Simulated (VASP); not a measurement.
# Sn in VASP: further runs

The runs below take Sn through single point, with PBE+D3(BJ).

All numbers are computed with VASP 6.6.1; they aren't measurements. Logs are shortened: lines on timing, memory, paths and dates and some standing lists are left out, and cuts for length are marked.

## 1. The cell of the first run

The typed cell holds 1 atom: a = 3.273 Å, b = 3.273 Å, c = 3.273 Å, α = 113.11°, β = 113.10°, γ = 102.42°.

## 2. Single point, PBE+D3(BJ)

INCAR

```
SYSTEM = Sn
PREC     = Accurate       ! precision mode
ENCUT    = 520            ! plane-wave cutoff, eV
EDIFF    = 1E-6           ! SCF threshold, eV
ISMEAR   = 0              ! smearing method
SIGMA    = 0.15           ! smearing width, eV
LREAL    = .False.        ! projectors in reciprocal space
LASPH    = .True.         ! aspherical terms in the spheres
NELM     = 60             ! most SCF steps
ALGO     = Fast           ! electronic algorithm
ISIF     = 2              ! what is computed and relaxed
LWAVE    = .False.        ! write WAVECAR
LCHARG   = .False.        ! write CHGCAR
GGA      = PE             ! functional
IVDW     = 12             ! dispersion correction
NBANDS   = 13             ! bands
```

KPOINTS

```
regular mesh
0
Gamma
  26 26 26
  0 0 0
```

POSCAR

```
Sn
1.0
   -1.8038522501      1.8040652422      2.0502924075
    1.8038522501     -1.8040652422      2.0502924075
    1.8038522501      1.8040652422     -2.0502924075
Sn
1
Direct
    0.0000000000      0.0000000000      0.0000000000
```

Potentials or basis: VASP PAW PBE potentials, release 64 (Sn_d).

Run with:

```
> cat potpaw_PBE.64/Sn_d/POTCAR > POTCAR
> mpirun -np 1 vasp_std > vasp.out
```

OUTCAR:

```text
SYSTEM = Sn
   PREC = Accurate
   ENCUT = 520
   EDIFF = 1E-6
   ISMEAR = 0
   LREAL = .False.
   LASPH = .True.
   NELM = 60
   ISIF = 2
   GGA = PE
   IVDW = 12
 IVDW          = 12

 ion  position               nearest neighbor table
   1  0.000  0.000  0.000-

  LATTYP: Found a body centered orthorhombic cell.
 ALAT       =     3.6077045002
 B/A-ratio  =     1.0001180762
 C/A-ratio  =     1.1366188153

  Lattice vectors:

 A1 = (  -1.8038522501,   1.8040652422,   2.0502924075)
 A2 = (   1.8038522501,  -1.8040652422,   2.0502924075)
 A3 = (   1.8038522501,   1.8040652422,  -2.0502924075)

Analysis of symmetry for initial positions (statically):
=====================================================================
 Subroutine PRICEL returns:
 Original cell was already a primitive cell.

 Routine SETGRP: Setting up the symmetry group for a
 body centered orthorhombic supercell.

 Subroutine GETGRP returns: Found  8 space group operations
 (whereof  8 operations were pure point group operations)
 out of a pool of  8 trial point group operations.

The static configuration has the point symmetry D_2h.

Analysis of symmetry for dynamics (positions and initial velocities):
=====================================================================
 Subroutine PRICEL returns:
 Original cell was already a primitive cell.

 Routine SETGRP: Setting up the symmetry group for a
 body centered orthorhombic supercell.

 Subroutine GETGRP returns: Found  8 space group operations
 (whereof  8 operations were pure point group operations)
 out of a pool of  8 trial point group operations.

The dynamic configuration has the point symmetry D_2h.

 Subroutine INISYM returns: Found  8 space group operations
 (whereof  8 operations are pure point group operations),
 and found     1 'primitive' translations

----------------------------------------------------------------------------------------

                                     Primitive cell

  volume of cell :      26.6888

  direct lattice vectors                    reciprocal lattice vectors
    -1.803852250  1.804065242  2.050292408     0.000000000  0.277151839  0.243867654
     1.803852250 -1.804065242  2.050292408     0.277184564  0.000000000  0.243867654
     1.803852250  1.804065242 -2.050292408     0.277184564  0.277151839  0.000000000

  length of vectors
     3.272954826  3.272954826  3.272954826     0.369167408  0.369191976  0.391975031

  position of ions in fractional coordinates (direct lattice)
     0.000000000  0.000000000  0.000000000

  ion indices of the primitive-cell ions
   primitive index   ion index
                 1           1

----------------------------------------------------------------------------------------

 KPOINTS: regular mesh

Automatic generation of k-mesh.
 Grid dimensions read from file:
 generate k-points for:   26   26   26

 Generating k-lattice:

  Cartesian coordinates                     Fractional coordinates (reciprocal lattice)
     0.000000000  0.010659686  0.009379525     0.038461538  0.000000000  0.000000000
     0.010660945  0.000000000  0.009379525     0.000000000  0.038461538  0.000000000
     0.010660945  0.010659686  0.000000000     0.000000000  0.000000000  0.038461538

  Length of vectors
     0.014198746  0.014199691  0.015075963

  Shift w.r.t. Gamma in fractional coordinates (k-lattice)
     0.000000000  0.000000000  0.000000000

 Subroutine IBZKPT returns following result:
 ===========================================

 Found   2471 irreducible k-points:

 Following reciprocal coordinates:
            Coordinates               Weight
  0.000000  0.000000  0.000000      1.000000
  0.038462  0.000000  0.000000      4.000000
  0.076923  0.000000  0.000000      4.000000
  0.115385 -0.000000  0.000000      4.000000
  0.153846  0.000000 -0.000000      4.000000
  0.192308  0.000000 -0.000000      4.000000
[... 16 lines left out ...]
  0.307692  0.038462 -0.000000      8.000000
  0.346154  0.038462 -0.000000      8.000000
 [... further k-points ...]
   k-points           NKPTS =   2471   k-points in BZ     NKDIM =   2471   number of bands    NBANDS=     13
   number of dos      NEDOS =    301   number of ions     NIONS =      1
   total plane-waves  NPLWV =  13824
   dimension x,y,z NGX =    24 NGY =   24 NGZ =   24
   dimension x,y,z NGXF=    48 NGYF=   48 NGZF=   48
   ions per type =               1
   NGX,Y,Z   is equivalent  to a cutoff of  12.19, 12.19, 12.19 a.u.
   NGXF,Y,Z  is equivalent  to a cutoff of  24.38, 24.38, 24.38 a.u.
 SYSTEM =  Sn
   PREC   = accura    normal or accurate (medium, high low for compatibility)
   ISTART =      0    job   : 0-new  1-cont  2-samecut
   ICHARG =      2    charge: 1-file 2-atom 10-const
   ISPIN  =      1    spin polarized calculation?
   LNONCOLLINEAR =      F non collinear calculations
   LSORBIT =      F    spin-orbit coupling
   LASPH  =      T    aspherical Exc in radial PAW
   ENCUT  =  520.0 eV  38.22 Ry    6.18 a.u.   6.09  6.09  6.09*2*pi/ulx,y,z
   NELM   =     60;   NELMIN=  2; NELMDL= -5     # of ELM steps
   EDIFF  = 0.1E-05   stopping-criterion for ELM
   LREAL  =      F    real-space projection
   EDIFFG = 0.1E-04   stopping-criterion for IOM
   NSW    =      0    number of steps for IOM
   IBRION =     -1    ionic relax: 0-MD 1-quasi-New 2-CG
   NFREE  =      0    steps in history (QN), initial steepest desc. (CG)
   ISIF   =      2    stress and relaxation
   ISYM   =      2    0-nonsym 1-usesym 2-fastsym
   POTIM  = 0.5000    time-step for ionic-motion
   TEBEG  =    0.0;   TEEND  =   0.0 temperature during run
   PSTRESS=    0.0 pullay stress
   NELECT =      14.0000    total number of electrons
   NUPDOWN=      -1.0000    fix difference up-down
   EMIN   =  10.00;   EMAX   =-10.00  energy-range for DOS
   EFERMI =   0.00;   METHOD = LEGACY
   ISMEAR =     0;   SIGMA  =   0.15  broadening in eV -4-tet -1-fermi 0-gaus
   EFERMI_NEDOS =   21; number of points for ismear=-14 and -15
   IALGO  =     68    algorithm
   IMIX   =      4    mixing-type and parameters
     AMIX     =   0.40;   BMIX     =  1.00
     AMIX_MAG =   1.60;   BMIX_MAG =  1.00
  volume/ion in A,a.u.               =      26.69       180.10
  Fermi-wavevector in a.u.,A,eV,Ry     =   1.320306  2.495016 23.717774  1.743207
  Thomas-Fermi vector in A             =   2.450141
   LORBIT       =      0    0 simple, 1 ext, 2 COOP (PROOUT), +10 PAW based schemes
   GGA     = PE    functional components
   LHFCALC =     F    Hartree Fock is set to
   AEXX    =    0.0000 exact exchange contribution
   IVDW    =    12    specifies the selected vdW correction
   LEPSILON=     F    determine dielectric tensor
   LRPA    =     F    only Hartree local field effects (RPA)
 non-spin polarized calculation
 RMM-DIIS sequential band-by-band and
 Gauss-broadening in eV      SIGMA  =   0.15
  energy-cutoff  :      520.00
  volume of cell :       26.69
 maximum number of plane-waves:       736
   NGX = 13   NGY = 13   NGZ = 13

 number of electron      14.0000007 magnetization

 Free energy of the ion-electron system (eV)
  ---------------------------------------------------
  ext. energy  EPLUGINS =         0.00000000
  ---------------------------------------------------
  free energy    TOTEN  =        -3.77776323 eV

  energy without entropy =       -3.77139367  energy(sigma->0) =       -3.77457845

 E-fermi :   8.3454     XC(G=0): -10.4518

 val. band max:        8.3430879748   @ k =   0.1923   0.4231   0.1154
 cond. band min:       8.3462239424   @ k =   0.2308   0.1538  -0.0000
 fundamental gap:      0.0031359676
 Fermi energy:         8.3454049025

 k-point     1 :       0.0000    0.0000    0.0000
  band No.  band energies     occupation
      1     -13.2588      2.00000
      2     -13.2588      2.00000
      3     -13.2244      2.00000
      4     -13.1466      2.00000
      5     -13.0952      2.00000
      6      -2.9088      2.00000
      7      16.1175      0.00000
      8      16.4733      0.00000
      9      16.4750      0.00000
     10      19.5589      0.00000
     11      20.5211      0.00000
     12      20.5238      0.00000
     13      21.3791      0.00000

 k-point     2 :       0.0385    0.0000    0.0000
  band No.  band energies     occupation
      1     -13.2577      2.00000
      2     -13.2573      2.00000
      3     -13.2235      2.00000
      4     -13.1468      2.00000
      5     -13.0958      2.00000
      6      -2.8772      2.00000
      7      15.8820      0.00000
      8      16.3199      0.00000
      9      16.3582      0.00000
     10      19.2729      0.00000
     11      20.5690      0.00000
     12      20.7942      0.00000
     13      21.2000      0.00000

 k-point     3 :       0.0769    0.0000    0.0000
  band No.  band energies     occupation
      1     -13.2544      2.00000
      2     -13.2542      2.00000
      3     -13.2197      2.00000
      4     -13.1474      2.00000
      5     -13.0975      2.00000
      6      -2.7823      2.00000
      7      15.0337      0.00000
      8      16.0505      0.00000
      9      16.1819      0.00000
     10      18.9355      0.00000
     11      20.3946      0.00000
     12      20.7896      0.00000
     13      21.1065      0.00000

 k-point     4 :       0.1154   -0.0000    0.0000
  band No.  band energies     occupation
      1     -13.2522      2.00000
      2     -13.2495      2.00000
      3     -13.2105      2.00000
      4     -13.1484      2.00000
      5     -13.1001      2.00000
      6      -2.6240      2.00000
      7      13.8854      0.00000
      8      15.6335      0.00000
      9      16.0391      0.00000
     10      18.6974      0.00000
     11      19.9552      0.00000
     12      20.3822      0.00000
     13      21.3698      0.00000

 k-point     5 :       0.1538    0.0000   -0.0000
  band No.  band energies     occupation
      1     -13.2530      2.00000
      2     -13.2435      2.00000
      3     -13.1949      2.00000
      4     -13.1496      2.00000
      5     -13.1031      2.00000
      6      -2.4021      2.00000
      7      12.6436      0.00000
      8      15.1724      0.00000
      9      15.8604      0.00000
     10      18.5104      0.00000
     11      19.4890      0.00000
     12      20.0348      0.00000
     13      21.6609      0.00000
[... 257 lines left out ...]
 k-point    22 :       0.2692    0.0385   -0.0000
  band No.  band energies     occupation
      1     -13.2655      2.00000
      2     -13.2274      2.00000
      3     -13.1526      2.00000
      4     -13.1156      2.00000
      5     -13.1095      2.00000
      6      -1.1332      2.00000
      7       8.4665      0.25358
      8      13.3218      0.00000
      9      14.9983      0.00000
     10      17.8788      0.00000
     11      18.6740      0.00000
     12      20.3525      0.00000
     13      22.5195      0.00000

 k-point    23 :       0.3077    0.0385   -0.0000
  band No.  band energies     occupation
      1     -13.2701      2.00000
      2     -13.2270      2.00000
      3     -13.1519      2.00000
      4     -13.1120      2.00000
      5     -13.0893      2.00000
      6      -0.6359      2.00000
      7       7.3466      2.00000
      8      13.0186      0.00000
      9      14.7731      0.00000
     10      17.6773      0.00000
     11      18.4389      0.00000
     12      20.5155      0.00000
     13      22.9638      0.00000

 k-point    24 :       0.3462    0.0385   -0.0000
  band No.  band energies     occupation
      1     -13.2742      2.00000
      2     -13.2280      2.00000
      3     -13.1514      2.00000
      4     -13.1095      2.00000
      5     -13.0691      2.00000
      6      -0.0846      2.00000
      7       6.2907      2.00000
      8      12.7732      0.00000
      9      14.5840      0.00000
     10      17.5156      0.00000
     11      18.2212      0.00000
     12      20.7023      0.00000
     13      23.4648      0.00000

 [... further k-points ...]

------------------------ aborting loop because EDIFF is reached ----------------------------------------

 Edisp (eV)   -0.39197

 E8    (eV) :    -0.1881

  FORCE on cell =-STRESS in cart. coord.  units (eV):
  Direction    XX          YY          ZZ          XY          YZ          ZX
  --------------------------------------------------------------------------------------
  -------------------------------------------------------------------------------------
  Total      -0.06295    -0.06298    -0.00285    -0.00000     0.00000     0.00000
  in kB      -3.77906    -3.78103    -0.17115    -0.00000     0.00000     0.00000
  external pressure =       -2.58 kB  Pullay stress =        0.00 kB

 VOLUME and BASIS-vectors are now :
 -----------------------------------------------------------------------------
  energy-cutoff  :      520.00
  volume of cell :       26.69
      direct lattice vectors                 reciprocal lattice vectors
    -1.803852250  1.804065242  2.050292408     0.000000000  0.277151839  0.243867654
     1.803852250 -1.804065242  2.050292408     0.277184564  0.000000000  0.243867654
     1.803852250  1.804065242 -2.050292408     0.277184564  0.277151839  0.000000000

 POSITION                                       TOTAL-FORCE (eV/Angst)
 -----------------------------------------------------------------------------------
      0.00000      0.00000      0.00000         0.000000     -0.000000     -0.000000
 -----------------------------------------------------------------------------------
    total drift:                                0.000000      0.000000      0.000000

  FREE ENERGIE OF THE ION-ELECTRON SYSTEM (eV)
  ---------------------------------------------------
  free  energy   TOTEN  =        -4.1697361517 eV

  energy  without entropy=       -4.1633665873  energy(sigma->0) =       -4.16655137
```

It took 5.3 min on 1 thread of Intel Xeon Platinum 8488C (Sapphire Rapids), shared host; peak memory 0.82 GiB.

Results:

- Free energy: -4.1697 eV
- Pressure: -0.3 GPa
- Band gap on the k mesh: zero (bands 7 and 8 overlap by 10.14 eV)
- Dispersion energy per atom: -0.392 eV

Stress tensor (GPa, compression positive):
```
-0.38  0.00  0.00
 0.00 -0.38  0.00
 0.00  0.00 -0.02
```

Caveat: spin-orbit coupling is left out, which moves the levels of the heavy elements.

(Continued in part 2 of 2.)
